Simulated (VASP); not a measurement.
# Al3Ni5 (Cmmm) in VASP: notebook, part 2 of 2

VASP 6.6.1. The steps go on from the part before.

### Step 3. Single point, PBEsol (strain -0.025 along x and y, +0.000 along z)

File INCAR:

```
SYSTEM = Al3Ni5
PREC = Accurate ; ENCUT = 520
EDIFF = 1E-7 ; ISMEAR = 0
SIGMA = 0.15 ; LREAL = .FALSE.
LASPH = .TRUE. ; NELM = 80
ALGO = Fast ; ISIF = 2
LWAVE = .FALSE. ; LCHARG = .FALSE.
GGA = PS ; NBANDS = 40
```

File KPOINTS:

```
Automatic mesh
0
G
  8 8 10
  0 0 0
```

File POSCAR:

```
Al3Ni5
1.0
    3.2109989665     -3.5996391596      0.0000000000
    3.2109989665      3.5996391596      0.0000000000
    0.0000000000      0.0000000000      3.7203545688
Al Ni
3 5
Direct
    0.5000000000      0.5000000000      0.0000000000
    0.7796888788      0.2203111212      0.5000000000
    0.2203111212      0.7796888788      0.5000000000
    0.0000000000      0.0000000000      0.0000000000
    0.0000000000      0.5000000000      0.0000000000
    0.5000000000      0.0000000000      0.0000000000
    0.2762373070      0.2762373070      0.5000000000
    0.7237626930      0.7237626930      0.5000000000
```

Potentials or basis: VASP PAW PBE potentials, release 64 (Al, Ni).

On the command line:

```bash
$ cat potpaw_PBE.64/Al/POTCAR potpaw_PBE.64/Ni/POTCAR > POTCAR
$ mpirun -np 1 vasp_std > vasp.out
```

OUTCAR:

```text
SYSTEM = Al3Ni5
   PREC = Accurate
   ENCUT = 520
   EDIFF = 1E-7
   ISMEAR = 0
   LREAL = .FALSE.
   LASPH = .TRUE.
   NELM = 80
   ISIF = 2
   GGA = PS

 ion  position               nearest neighbor table
   1  0.500  0.500  0.000-   7 2.35   8 2.35   7 2.35   8 2.35   5 2.41   6 2.41   6 2.41   5 2.41
                             2 2.74   3 2.74   2 2.74   3 2.74   4 3.21   4 3.21
   2  0.780  0.220  0.500-   7 2.38   8 2.38   4 2.44   4 2.44   6 2.47   5 2.47   5 2.47   6 2.47
                             8 2.47   7 2.47   1 2.74   1 2.74   3 3.17   3 3.24   3 3.24
   3  0.220  0.780  0.500-   7 2.38   8 2.38   4 2.44   4 2.44   6 2.47   5 2.47   5 2.47   6 2.47
                             8 2.47   7 2.47   1 2.74   1 2.74   2 3.17   2 3.24   2 3.24
   4  0.000  0.000  0.000-   5 2.41   6 2.41   5 2.41   6 2.41   2 2.44   3 2.44   2 2.44   3 2.44
                             7 2.57   8 2.57   7 2.57   8 2.57   1 3.21   1 3.21
   5  0.000  0.500  0.000-   1 2.41   4 2.41   4 2.41   1 2.41   2 2.47   3 2.47   3 2.47   2 2.47
                             7 2.59   8 2.59   7 2.59   8 2.59
   6  0.500  0.000  0.000-   1 2.41   4 2.41   1 2.41   4 2.41   2 2.47   3 2.47   3 2.47   2 2.47
                             7 2.59   8 2.59   7 2.59   8 2.59
   7  0.276  0.276  0.500-   1 2.35   1 2.35   3 2.38   2 2.38   2 2.47   3 2.47   4 2.57   4 2.57
                             5 2.59   6 2.59   5 2.59   6 2.59   8 2.87
   8  0.724  0.724  0.500-   1 2.35   1 2.35   3 2.38   2 2.38   2 2.47   3 2.47   4 2.57   4 2.57
                             5 2.59   6 2.59   5 2.59   6 2.59   7 2.87

  LATTYP: Found a base centered orthorhombic cell.
 ALAT       =     6.4219979330
 B/A-ratio  =     1.1210340449
 C/A-ratio  =     0.5793141959

  Lattice vectors:

 A1 = (   3.2109989665,  -3.5996391596,   0.0000000000)
 A2 = (   3.2109989665,   3.5996391596,   0.0000000000)
 A3 = (   0.0000000000,   0.0000000000,   3.7203545688)

Analysis of symmetry for initial positions (statically):
=====================================================================
 Subroutine PRICEL returns:
 Original cell was already a primitive cell.

 Routine SETGRP: Setting up the symmetry group for a
 base centered orthorhombic supercell.

 Subroutine GETGRP returns: Found  8 space group operations
 (whereof  8 operations were pure point group operations)
[... 153 lines left out ...]
   GGA     = PS    functional components
   LHFCALC =     F    Hartree Fock is set to
   AEXX    =    0.0000 exact exchange contribution
   IVDW    =     0    specifies the selected vdW correction
   LEPSILON=     F    determine dielectric tensor
   LRPA    =     F    only Hartree local field effects (RPA)
 non-spin polarized calculation
 RMM-DIIS sequential band-by-band and
 Gauss-broadening in eV      SIGMA  =   0.15
  energy-cutoff  :      520.00
  volume of cell :       86.00
 maximum number of plane-waves:      2340
   NGX = 17   NGY = 17   NGZ = 13

 number of electron      58.9999877 magnetization

 Free energy of the ion-electron system (eV)
  ---------------------------------------------------
  ext. energy  EPLUGINS =         0.00000000
  ---------------------------------------------------
  free energy    TOTEN  =       -47.46793081 eV

  energy without entropy =      -47.42630670  energy(sigma->0) =      -47.44711876

 E-fermi :  10.7874     XC(G=0): -12.8907

 val. band max:       10.7865545030   @ k =   0.3750   0.3750   0.4000
 cond. band min:      10.7915213326   @ k =  -0.3750   0.1250   0.3000
 fundamental gap:      0.0049668296
 Fermi energy:        10.7874019665

 k-point     1 :       0.0000    0.0000    0.0000
  band No.  band energies     occupation
      1      -0.4716      2.00000
      2       4.5242      2.00000
      3       4.6339      2.00000
      4       5.5208      2.00000
      5       6.0316      2.00000
      6       6.3196      2.00000
[... 1021 lines left out ...]
     39      18.0642      0.00000
     40      18.4421      0.00000

 [... further k-points ...]
[... 5 lines left out ...]
  --------------------------------------------------------------------------------------
  -------------------------------------------------------------------------------------
  Total        6.1585177      6.9797139      4.2028856      0.0000000      0.0000000      0.0000000
  in kB      114.7290281    130.0273582     78.2969214      0.0000000      0.0000000      0.0000000
  external PRESSURE =     107.6844359 kB  Pullay stress =       0.0000000 kB

 VOLUME and BASIS-vectors are now :
 -----------------------------------------------------------------------------
  energy-cutoff  :      520.00
  volume of cell :       86.00
      direct lattice vectors                 reciprocal lattice vectors
     3.210998967 -3.599639160  0.000000000     0.155714781 -0.138902812  0.000000000
     3.210998967  3.599639160  0.000000000     0.155714781  0.138902812  0.000000000
     0.000000000  0.000000000  3.720354569     0.000000000  0.000000000  0.268791585

 POSITION                                       TOTAL-FORCE (eV/Angst)
 -----------------------------------------------------------------------------------
      3.21100      0.00000      0.00000         0.000000     -0.000000      0.000000
      3.21100     -2.01356      1.86018         0.000000      0.061101      0.000000
      3.21100      2.01356      1.86018         0.000000     -0.061101     -0.000000
      0.00000      0.00000      0.00000         0.000000      0.000000      0.000000
      1.60550      1.79982      0.00000         0.000000      0.000000      0.000000
      1.60550     -1.79982      0.00000         0.000000     -0.000000      0.000000
      1.77400      0.00000      1.86018         0.123497      0.000000      0.000000
      4.64800      0.00000      1.86018        -0.123497      0.000000      0.000000
 -----------------------------------------------------------------------------------
    total drift:                                0.000000      0.000000      0.000000

  FREE ENERGIE OF THE ION-ELECTRON SYSTEM (eV)
  ---------------------------------------------------
  free  energy   TOTEN  =       -47.4679308115 eV

  energy  without entropy=      -47.4263067025  energy(sigma->0) =      -47.44711876
```

stdout:

```text
POSCAR found type information on POSCAR AlNi
 POSCAR found :  2 types and       8 ions
 scaLAPACK will be used
 -----------------------------------------------------------------------------
|                                                                             |
|                                                                             |
|     You enforced a specific xc type in the INCAR file but a different       |
|     I HOPE YOU KNOW WHAT YOU ARE DOING!                                     |
|                                                                             |
 -----------------------------------------------------------------------------

 LDA part: xc-table for (Slater+PW92), standard interpolation
 POSCAR, INCAR and KPOINTS ok, starting setup
 FFT: planning ... GRIDC
 FFT: planning ... GRID_SOFT
 FFT: planning ... GRID
 WAVECAR not read
 entering main loop
```

Wall time 6.9 min (1 thread of Intel Xeon 6975P-C, shared host); peak memory 0.42 GiB.

What came out:

* Free energy: -47.4679 eV
* Pressure: 10.8 GPa
* Largest force: 0.123 eV/Å

Forces on the atoms (eV/Å):
```
Al   0.000  0.000  0.000
Al   0.000  0.061  0.000
Al   0.000 -0.061  0.000
Ni   0.000  0.000  0.000
Ni   0.000  0.000  0.000
Ni   0.000  0.000  0.000
Ni   0.123  0.000  0.000
Ni  -0.123  0.000  0.000
```

Levels at points of the mesh, in eV from the Fermi level:
```
           k point  band 25  band 26  band 27  band 28  band 29  band 30  band 31  band 32  band 33  band 34
(0.00, 0.00, 0.00)    -1.28    -1.19    -0.86    -0.77    -0.61    -0.55     0.13     0.57     2.28     4.19
(0.50, 0.00, 0.00)    -1.11    -1.02    -1.01    -0.80    -0.24    -0.21     1.33     1.87     2.16     3.64
(0.50, 0.50, 0.00)    -1.31    -1.19    -1.18    -1.13    -0.61     3.05     3.26     3.57     3.65     3.80
(0.00, 0.00, 0.50)    -1.68    -1.49    -1.22    -1.16    -0.76    -0.73    -0.34     2.33     2.59     2.95
(0.50, 0.00, 0.50)    -1.52    -1.31    -1.17    -1.12    -0.58     0.73     1.02     1.07     1.09     3.03
(0.50, 0.50, 0.50)    -1.48    -1.44    -1.33    -1.28    -1.13    -0.16    -0.13     0.09     0.13     6.85
```

Caveat: the cell differs from its parent crystal (strain -0.025 along x and y, +0.000 along z); the PAW data sets were made with another functional, which shifts forces and pressure a little.

### Step 4. Single point, PBEsol (strain +0.000 along x and y, -0.025 along z)

File INCAR:

```
ALGO = Fast
EDIFF = 1E-7
ENCUT = 520
GGA = PS
ISIF = 2
ISMEAR = 0
LASPH = T
LCHARG = T
LELF = T
LREAL = F
LVHAR = T
LWAVE = F
NBANDS = 40
NELM = 100
PREC = Accurate
SIGMA = 0.15
```

File KPOINTS:

```
k-points
0
Gamma
  8 8 10
```

Changes to POSCAR since step 3:

```diff
@@ -2,5 +2,5 @@
 1.0
-    3.2109989665     -3.5996391596      0.0000000000
-    3.2109989665      3.5996391596      0.0000000000
-    0.0000000000      0.0000000000      3.7203545688
+    3.2933322733     -3.6919375996      0.0000000000
+    3.2933322733      3.6919375996      0.0000000000
+    0.0000000000      0.0000000000      3.6273457046
 Al Ni
```

On the command line:

```bash
$ cat potpaw_PBE.64/Al/POTCAR potpaw_PBE.64/Ni/POTCAR > POTCAR
$ mpirun -np 1 vasp_std > vasp.out
```

Wall time 9 min (1 thread of Intel Xeon 6975P-C, shared host); peak memory 0.44 GiB.

The run converged. Its results:

| Item | Value |
| --- | --- |
| Free energy | -47.5725 eV |
| Pressure | 5.3 GPa |
| Largest force | 0.130 eV/Å |

Forces in eV/Å, atoms in the order of the input:
```
Al   0.000  0.000  0.000
Al   0.000  0.027  0.000
Al   0.000 -0.027  0.000
Ni   0.000  0.000  0.000
Ni   0.000  0.000  0.000
Ni   0.000  0.000  0.000
Ni  -0.130  0.000  0.000
Ni   0.130  0.000  0.000
```

Stress tensor (GPa, compression positive):
```
4.31 0.00 0.00
0.00 3.47 0.00
0.00 0.00 8.13
```

Levels at points of the mesh, in eV from the Fermi level:
```
           k point  band 26  band 27  band 28  band 29  band 30  band 31  band 32  band 33
(0.00, 0.00, 0.00)    -0.94    -0.85    -0.77    -0.69    -0.55     0.06     0.40     1.81
(0.50, 0.00, 0.00)    -1.08    -1.05    -0.78    -0.38    -0.34     1.06     2.24     2.46
(0.50, 0.50, 0.00)    -1.17    -1.10    -1.05    -0.54     3.39     3.39     3.53     3.77
(0.00, 0.00, 0.50)    -1.52    -1.32    -1.17    -0.77    -0.73    -0.38     2.19     2.60
(0.50, 0.00, 0.50)    -1.29    -1.25    -1.18    -0.59     0.70     0.94     1.01     1.02
(0.50, 0.50, 0.50)    -1.38    -1.35    -1.30    -1.10    -0.14    -0.12     0.15     0.19
```

Caveat: the cell differs from its parent crystal (strain +0.000 along x and y, -0.025 along z); the PAW data sets were made with another functional, which shifts forces and pressure a little. Spin polarisation is off, so any magnetic state and its effect on volume and gap are missing.

### Step 5. The runs side by side

| cell | further INCAR settings | gap on the mesh (eV) | pressure (GPa) | largest force (eV/Å) |
| --- | --- | --- | --- | --- |
| a = 4.947, b = 4.947, c = 3.534 Å, angles 90.0, 90.0, 96.5°, 8 atoms | ALGO = Fast; EDIFF = 1e-06; NBANDS = 40 | none | 11.2 | 0.27 |
| a = 4.824, b = 4.824, c = 3.720 Å, angles 90.0, 90.0, 96.5°, 8 atoms | ALGO = Fast; EDIFF = 1e-07; NBANDS = 40 | none | 10.8 | 0.12 |
| a = 4.947, b = 4.947, c = 3.627 Å, angles 90.0, 90.0, 96.5°, 8 atoms | ALGO = Fast; EDIFF = 1e-07; NBANDS = 40 | none | 5.3 | 0.13 |

Alike in all rows: task single point; level PBEsol; potentials or basis VASP PAW PBE potentials, release 64 (Al, Ni); no spin polarisation; k mesh 8 × 8 × 10; cutoff (eV) 520; smearing gaussian 0.15 eV.

Caveats: the PAW data sets were made with another functional, which shifts forces and pressure a little.

Total energies depend on the potentials used, so only differences within one code and one set of settings carry meaning.
